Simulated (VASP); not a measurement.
# Mg48O47 (a cell with a defect) in VASP: single point with PBEsol

Aim: the single point of Mg48O47 (a cell with a defect) with PBEsol.

Program: VASP 6.6.1. These are calculated values, not measurements. Logs are shortened: lines on timing, memory, paths and dates and some standing lists are left out, and cuts for length are marked.

## (1) The cell of the first run

The cell holds a defect, 95 atoms: a = 9.906 Å, b = 11.438 Å, c = 10.050 Å, α = 90.00°, β = 90.00°, γ = 90.00°.

## (2) Single point, PBEsol

Input file INCAR:

```
SYSTEM = Mg48O47
PREC = Accurate
ENCUT = 520
EDIFF = 1E-7
ISMEAR = -1
SIGMA = 0.05
LREAL = Auto
LASPH = .True.
NELM = 60
ALGO = Normal
ISIF = 2
LWAVE = .False.
LCHARG = .False.
GGA = PS
NBANDS = 242
NELECT = 376.0
ISYM = 0
```

Input file KPOINTS:

```
Automatic mesh
0
Gamma
  1 1 1
  0.25 0.25 0.25
```

Input file POSCAR:

```
Mg48O47
1.0
    9.9058180000      0.0000000000      0.0000000000
    0.0000000000     11.4382530000      0.0000000000
    0.0000000000      0.0000000000     10.0496460000
Mg O
48 47
Direct
    0.1658420000      0.0835850000      0.2423770000
    0.1668410000      0.0829340000      0.7441220000
    0.0005530000      0.3326180000      0.2438730000
    0.0005520000      0.3320660000      0.7449510000
    0.5005630000      0.0844190000      0.2441890000
    0.5005520000      0.0850850000      0.7444200000
    0.3320700000      0.3320190000      0.2439140000
    0.3298630000      0.3318610000      0.7478080000
    0.1669630000      0.5819040000      0.2439570000
    0.1646430000      0.5811140000      0.7477180000
    0.0005610000      0.8330050000      0.2442740000
    0.0005600000      0.8328410000      0.7439560000
    0.8352650000      0.0836000000      0.2423870000
    0.8342830000      0.0829320000      0.7441150000
    0.6690270000      0.3320300000      0.2439320000
    0.6712550000      0.3318720000      0.7477940000
    0.5005660000      0.5830420000      0.1828630000
    0.5005410000      0.5829840000      0.7594590000
    0.3339220000      0.8357080000      0.2438870000
    0.3347850000      0.8374220000      0.7476210000
    0.8341300000      0.5819290000      0.2439710000
    0.8365190000      0.5810970000      0.7477510000
    0.6671900000      0.8356890000      0.2438730000
    0.6663400000      0.8374630000      0.7476750000
    0.0005590000      0.1677220000      0.4940300000
    0.0005630000      0.1667880000      0.9931100000
    0.3300840000      0.1629080000      0.4931040000
    0.3327610000      0.1648450000      0.9952870000
    0.1656680000      0.4146650000      0.4956850000
    0.1659580000      0.4156120000      0.9960060000
    0.0005580000      0.6643120000      0.4924230000
    0.0005700000      0.6668870000      0.9972330000
    0.6710260000      0.1629180000      0.4931230000
    0.6683570000      0.1648520000      0.9952750000
    0.5005360000      0.3827190000      0.5077060000
    0.5005560000      0.4070160000      0.9945080000
    0.3039410000      0.6831660000      0.5071810000
    0.3253240000      0.6716750000      0.9943200000
    0.1637830000      0.9201360000      0.4930850000
    0.1653670000      0.9177920000      0.9951870000
    0.8354300000      0.4146830000      0.4956770000
    0.8351600000      0.4156170000      0.9960290000
    0.6971750000      0.6831900000      0.5073250000
    0.6758110000      0.6716760000      0.9942810000
    0.5005570000      0.9204360000      0.4952160000
    0.5005560000      0.9190030000      0.9961100000
    0.8373370000      0.9201310000      0.4930590000
    0.8357690000      0.9178010000      0.9952210000
    0.0005540000      0.1672150000      0.1908090000
    0.0005600000      0.1661980000      0.6919730000
    0.3335090000      0.1663480000      0.1931750000
    0.3337150000      0.1675690000      0.6908510000
    0.1674670000      0.4166640000      0.1935360000
    0.1669880000      0.4167540000      0.6930430000
    0.0005550000      0.6657030000      0.1953440000
    0.0005710000      0.6655380000      0.6901030000
    0.6675990000      0.1663630000      0.1931660000
    0.6673980000      0.1675640000      0.6908700000
    0.5005430000      0.4152870000      0.1953310000
    0.5005530000      0.4192380000      0.6957130000
    0.3331720000      0.6676750000      0.1953180000
    0.3370000000      0.6655840000      0.6958200000
    0.1666530000      0.9162030000      0.1932950000
    0.1676610000      0.9153350000      0.6907430000
    0.8336320000      0.4166750000      0.1935630000
    0.8341310000      0.4167550000      0.6930310000
    0.6679580000      0.6676830000      0.1952500000
    0.6641500000      0.6656010000      0.6959650000
    0.5005550000      0.9173080000      0.1939750000
    0.5005620000      0.9178280000      0.6926290000
    0.8344600000      0.9162120000      0.1933250000
    0.8334650000      0.9153260000      0.6907190000
    0.1647540000      0.0836360000      0.4405050000
    0.1668820000      0.0829300000      0.9417610000
    0.0005300000      0.3337450000      0.4421690000
    0.0005460000      0.3335610000      0.9423840000
    0.5005470000      0.0860150000      0.4428780000
    0.5005430000      0.0844500000      0.9423890000
    0.3313960000      0.3317150000      0.4426020000
    0.3324880000      0.3322500000      0.9438230000
    0.1678980000      0.5813180000      0.4428180000
    0.1661290000      0.5828820000      0.9439880000
    0.0005520000      0.8304940000      0.4433170000
    0.0005430000      0.8320200000      0.9423620000
    0.8363220000      0.0836420000      0.4405130000
    0.8342140000      0.0829280000      0.9417570000
    0.6696690000      0.3317210000      0.4426220000
    0.6686080000      0.3322640000      0.9438110000
    0.5005500000      0.5831420000      0.9636790000
    0.3339540000      0.8365530000      0.4428810000
    0.3337310000      0.8352320000      0.9438850000
    0.8331630000      0.5813510000      0.4428520000
    0.8350070000      0.5828740000      0.9440020000
    0.6671270000      0.8365260000      0.4428870000
    0.6673780000      0.8352550000      0.9439250000
```

Potentials or basis: VASP PAW PBE potentials, release 64 (Mg, O).

Command:

```
> cat potpaw_PBE.64/Mg/POTCAR potpaw_PBE.64/O/POTCAR > POTCAR
> mpirun -np 1 vasp_std > vasp.out
```

OUTCAR:

```text
SYSTEM = Mg48O47
   PREC = Accurate
   ENCUT = 520
   EDIFF = 1E-7
   ISMEAR = -1
   LREAL = Auto
   LASPH = .True.
   NELM = 60
   ISIF = 2
   GGA = PS
   NELECT = 376.0
   ISYM = 0

 ion  position               nearest neighbor table
   1  0.166  0.084  0.242-  49 1.97  51 1.97  63 1.98  73 1.99  28 3.12  40 3.13  27 3.13  39 3.14
                            26 3.14  25 3.16  13 3.27   7 3.28   3 3.29  19 3.29  11 3.30   5 3.32
   2  0.167  0.083  0.744-  50 1.97  74 1.99  52 1.99  64 1.99  27 3.13  39 3.14  26 3.15  40 3.15
                            28 3.15  25 3.16  20 3.26   8 3.27   4 3.29  14 3.29  12 3.30   6 3.31
   3  0.001  0.333  0.244-  49 1.97  53 1.98  65 1.98  75 1.99  42 3.13  30 3.13  25 3.14  26 3.15
                            29 3.16  41 3.16   7 3.28  15 3.28  13 3.29   1 3.29   9 3.29  21 3.29
   4  0.001  0.332  0.745-  50 1.97  66 1.98  54 1.98  76 1.98  26 3.13  29 3.14  41 3.14  25 3.15
                            30 3.16  42 3.16  16 3.26   8 3.26  22 3.28  10 3.28  14 3.29   2 3.29
   5  0.501  0.084  0.244-  57 1.97  51 1.97  69 1.98  77 2.00  46 3.13  28 3.14  34 3.14  45 3.14
                            27 3.15  33 3.15  15 3.29   7 3.29  19 3.29  23 3.29  13 3.32   1 3.32
   6  0.501  0.085  0.744-  58 1.98  52 1.98  70 1.98  78 1.99  45 3.13  34 3.15  28 3.15  46 3.16
                            33 3.17  27 3.17  24 3.27  20 3.27   8 3.29  16 3.29   2 3.31  14 3.31
   7  0.332  0.332  0.244-  51 1.96  53 1.96  59 1.98  79 2.00  36 3.13  30 3.14  28 3.15  29 3.16
                            27 3.16  35 3.19   3 3.28   1 3.28   5 3.29   9 3.29  15 3.34  17 3.38
   8  0.330  0.332  0.748-  54 1.96  52 1.96  80 1.97  60 2.03  35 3.00  36 3.12  30 3.13  28 3.14
                            29 3.16  27 3.21   4 3.26   2 3.27  10 3.29   6 3.29  18 3.34  16 3.38
   9  0.167  0.582  0.244-  53 1.96  55 1.97  61 1.98  81 2.00  38 3.13  32 3.13  30 3.13  31 3.14
                            29 3.17  37 3.19   7 3.29   3 3.29  21 3.30  11 3.31  19 3.34  17 3.36
  10  0.165  0.581  0.748-  54 1.96  82 1.97  56 1.98  62 2.03  37 3.02  38 3.12  30 3.13  32 3.15
                            29 3.17  31 3.18  22 3.25   4 3.28   8 3.29  12 3.31  18 3.33  20 3.38
  11  0.001  0.833  0.244-  63 1.97  71 1.97  55 1.98  83 2.00  32 3.13  47 3.14  39 3.14  48 3.14
                            40 3.14  31 3.15   1 3.30  13 3.30  19 3.30  23 3.30  21 3.31   9 3.31
  12  0.001  0.833  0.744-  72 1.98  64 1.98  56 1.99  84 1.99  39 3.16  47 3.16  40 3.16  48 3.16
                            32 3.18  31 3.18  14 3.30   2 3.30  22 3.31  10 3.31  24 3.31  20 3.31
  13  0.835  0.084  0.242-  49 1.97  57 1.97  71 1.98  85 1.99  34 3.12  48 3.13  33 3.13  47 3.14
                            26 3.14  25 3.16   1 3.27  15 3.28   3 3.29  23 3.29  11 3.30   5 3.32
  14  0.834  0.083  0.744-  50 1.97  86 1.99  58 1.99  72 1.99  33 3.13  47 3.14  26 3.15  48 3.15
                            34 3.15  25 3.16  24 3.26  16 3.27   4 3.29   2 3.29  12 3.30   6 3.31
  15  0.669  0.332  0.244-  57 1.96  65 1.96  59 1.98  87 2.00  36 3.13  42 3.14  34 3.15  41 3.16
                            33 3.16  35 3.19   3 3.28  13 3.28   5 3.29  21 3.29   7 3.34  17 3.38
  16  0.671  0.332  0.748-  66 1.96  58 1.96  88 1.97  60 2.03  35 3.00  36 3.12  42 3.13  34 3.14
                            41 3.16  33 3.21   4 3.26  14 3.27  22 3.29   6 3.29  18 3.34   8 3.38
  17  0.501  0.583  0.183-  59 1.92  67 1.92  61 1.92  89 2.20  38 2.76  44 2.76  36 2.76  21 3.36
                             9 3.36  15 3.38   7 3.38  23 3.38  19 3.38
  18  0.501  0.583  0.759-  60 1.98  62 1.98  68 1.98  89 2.05  44 3.10  38 3.10  36 3.10  10 3.33
                            22 3.33   8 3.34  16 3.34  20 3.34  24 3.34  43 3.40  37 3.40  35 3.41
[... 396 lines left out ...]
   LHFCALC =     F    Hartree Fock is set to
   AEXX    =    0.0000 exact exchange contribution
   IVDW    =     0    specifies the selected vdW correction
   LEPSILON=     F    determine dielectric tensor
   LRPA    =     F    only Hartree local field effects (RPA)
 non-spin polarized calculation
  energy-cutoff  :      520.00
  volume of cell :     1138.68
 maximum number of plane-waves:     30661
 NGX is ok and might be reduce to    80
   NGX = 37   NGY = 43   NGZ = 37

 number of electron     376.0000021 magnetization

 Free energy of the ion-electron system (eV)
  ---------------------------------------------------
  ext. energy  EPLUGINS =         0.00000000
  ---------------------------------------------------
  free energy    TOTEN  =      -584.16682899 eV

  energy without entropy =     -584.16682899  energy(sigma->0) =     -584.16682899

 E-fermi :   2.1995     XC(G=0):  -9.8587

 val. band max:        0.9198525642   @ k =  -0.2500  -0.2500   0.2500
 cond. band min:       3.6533070641   @ k =  -0.2500   0.2500  -0.2500
 fundamental gap:      2.7334544999
 Fermi energy:         2.1994804104

 k-point     1 :       0.2500    0.2500    0.2500
  band No.  band energies     occupation
      1     -15.3296      2.00000
      2     -15.1828      2.00000
      3     -15.1072      2.00000
      4     -15.0766      2.00000
      5     -14.9856      2.00000
      6     -14.9380      2.00000
[... 801 lines left out ...]
    199       7.3930      0.00000
    200       7.5194      0.00000
 [bands above 200 left out]

------------------------ aborting loop because EDIFF is reached ----------------------------------------

  FORCE on cell =-STRESS in cart. coord.  units (eV):
  Direction    XX          YY          ZZ          XY          YZ          ZX
  --------------------------------------------------------------------------------------
  -------------------------------------------------------------------------------------
  Total       -5.8489600     -6.0904248     -9.5575279     -0.0235794     -0.0310843     -0.0081759
  in kB       -8.2297838     -8.5695371    -13.4479273     -0.0331774     -0.0437371     -0.0115039
  external PRESSURE =     -10.0824161 kB  Pullay stress =       0.0000000 kB

 VOLUME and BASIS-vectors are now :
 -----------------------------------------------------------------------------
  energy-cutoff  :      520.00
  volume of cell :     1138.68
      direct lattice vectors                 reciprocal lattice vectors
     9.905818000  0.000000000  0.000000000     0.100950775  0.000000000  0.000000000
     0.000000000 11.438253000  0.000000000     0.000000000  0.087425938  0.000000000
     0.000000000  0.000000000 10.049646000     0.000000000  0.000000000  0.099505993

 POSITION                                       TOTAL-FORCE (eV/Angst)
 -----------------------------------------------------------------------------------
      1.64280      0.95607      2.43580        -0.000306      0.000758      0.004074
      1.65270      0.94862      7.47816        -0.001177      0.000256     -0.000796
      0.00548      3.80457      2.45084        -0.000287     -0.001151      0.002165
      0.00547      3.79825      7.48649         0.000988     -0.002170      0.000380
      4.95849      0.96561      2.45401        -0.000497     -0.002360      0.002241
      4.95838      0.97322      7.48116        -0.000428      0.000022      0.000241
[... 87 lines left out ...]
      6.60844      9.56840      4.45086        -0.005567      0.008812     -0.007463
      6.61093      9.55386      9.48611        -0.000241     -0.001624      0.003592
 -----------------------------------------------------------------------------------
    total drift:                                0.002729      0.022721      0.017990

  FREE ENERGIE OF THE ION-ELECTRON SYSTEM (eV)
  ---------------------------------------------------
  free  energy   TOTEN  =      -584.1668289854 eV

  energy  without entropy=     -584.1668289854  energy(sigma->0) =     -584.16682899
```

Wall time 77 min (1 thread of Intel Xeon Platinum 8259CL at 2.50GHz (Skylake/Cascade Lake), shared host); peak memory 1.5 GiB.

What came out:

| Property | Result |
| --- | --- |
| Free energy | -584.1668 eV |
| Largest force | 0.017 eV/Å |

Forces on the atoms (eV/Å):
```
Mg   0.000  0.001  0.004
Mg  -0.001  0.000 -0.001
Mg   0.000 -0.001  0.002
Mg   0.001 -0.002  0.000
Mg   0.000 -0.002  0.002
Mg   0.000  0.000  0.000
Mg  -0.002 -0.003  0.003
Mg  -0.004 -0.005 -0.004
Mg  -0.003 -0.002  0.003
Mg  -0.004 -0.001 -0.004
Mg  -0.001  0.004  0.002
Mg  -0.001  0.003  0.000
Mg   0.000  0.000  0.003
Mg  -0.001 -0.001  0.000
Mg   0.001 -0.003  0.003
Mg   0.003 -0.005 -0.004
Mg   0.000  0.000 -0.005
Mg   0.001  0.000 -0.017
Mg  -0.002  0.002  0.002
Mg  -0.001  0.005 -0.004
Mg   0.001 -0.003  0.003
Mg   0.003 -0.002 -0.003
Mg   0.002  0.001  0.003
Mg   0.001  0.004 -0.004
Mg  -0.002 -0.002  0.001
Mg  -0.003 -0.003  0.002
Mg  -0.003  0.000  0.001
Mg  -0.004 -0.001  0.000
Mg  -0.007 -0.006 -0.002
Mg  -0.002 -0.003 -0.001
Mg  -0.001 -0.001  0.005
Mg   0.000 -0.001 -0.004
Mg   0.000  0.000  0.002
Mg   0.000 -0.002 -0.001
Mg  -0.002 -0.014  0.008
Mg  -0.002  0.004  0.003
Mg  -0.012  0.007  0.009
Mg   0.005 -0.003  0.004
Mg  -0.002  0.000  0.004
Mg  -0.002  0.002  0.001
Mg   0.004 -0.006 -0.002
Mg   0.001 -0.003 -0.002
Mg   0.013  0.005  0.008
Mg  -0.006 -0.003  0.002
Mg   0.000  0.007 -0.001
Mg   0.001  0.001 -0.002
Mg  -0.002  0.001  0.004
Mg   0.000  0.003  0.000
O    0.001 -0.003 -0.004
O    0.000  0.000 -0.006
O   -0.002  0.002 -0.002
O    0.002 -0.003 -0.003
O    0.006  0.002 -0.002
O    0.007  0.005 -0.002
O    0.000  0.002  0.001
O    0.002  0.004 -0.003
O   -0.001  0.002  0.001
O   -0.004 -0.001 -0.001
O    0.003 -0.011  0.001
O    0.001  0.005  0.014
O   -0.012  0.004 -0.001
O    0.000  0.002  0.015
O    0.004 -0.003 -0.001
O    0.002 -0.002  0.002
O   -0.006  0.002 -0.001
O   -0.009  0.004 -0.004
O    0.009  0.003  0.001
O   -0.001  0.000  0.016
O    0.005 -0.001 -0.003
O    0.002 -0.006 -0.002
O   -0.001 -0.005 -0.003
O   -0.002 -0.002  0.003
O    0.005  0.001 -0.001
O    0.005 -0.002  0.000
O    0.003  0.002 -0.004
O    0.000  0.002 -0.006
O    0.000  0.002 -0.001
O    0.003  0.001  0.001
O   -0.009  0.005 -0.004
O    0.003  0.009  0.002
O    0.003 -0.009 -0.007
O    0.010 -0.002  0.002
O    0.002  0.002 -0.005
O    0.001  0.000 -0.003
O    0.001  0.001 -0.003
O   -0.001 -0.001  0.000
O    0.011  0.005 -0.006
O    0.000  0.006  0.003
O   -0.002  0.002  0.008
O    0.007  0.010 -0.008
O    0.001 -0.005  0.004
O   -0.001 -0.011 -0.008
O   -0.003 -0.002  0.002
O   -0.006  0.009 -0.007
O    0.000 -0.002  0.004
```

Caveat: the cell carries a net charge on a neutralising background, which shifts energy and pressure; the cell is charged against a uniform background, so pressure and absolute levels hang on convention; the PAW data sets were made with another functional, which shifts forces and pressure a little.
